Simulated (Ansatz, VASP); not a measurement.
## Two plane-wave programs on Cd4Te

```
Cd Te
1.0
     0.00000    4.23349    4.23349
     4.23349    0.00000    4.23349
     4.23349    4.23349    0.00000
Cd Te
4 1
Direct
  0.37494 0.37494 0.37494
  0.37494 0.37494 0.87517
  0.37494 0.87517 0.37494
  0.87517 0.37494 0.37494
  0.75000 0.75000 0.75000
```

Alike in both runs: functional PBE; k mesh 4 × 4 × 4; occupations gaussian, width 0.1 eV; no spin polarisation.

Ansatz relaxed the structure, and its values are those at the end. VASP's run is a single point on that final structure, the one shown.

```csv
,VASP,Ansatz
version,VASP 6.6.1,Ansatz 0.2.0
potentials or method,"VASP PAW PBE potentials, release 64 (Cd, Te), cutoff 520 eV","scalar-relativistic, plane waves, PAW"
valence electrons in the cell,54,96
```

|  | VASP | Ansatz | Ansatz less VASP |
| --- | --- | --- | --- |
| gap on the k mesh at the Fermi level (eV) | none | none | - |
| pressure (GPa) | 0.4 | 0.2 | -0.16 |
| rms of the force components (eV/Å) | 0.010 | 0.009 | -0.0006 |

A gap of «none» marks a metal or a gap that the smearing closes. With one functional, cell and mesh, what is left measures potentials, basis and numerics. VASP's potentials hold 54 valence electrons a cell and Ansatz's 96, so a difference there can come from the potentials and not from the codes.

Spin-orbit coupling is off throughout.
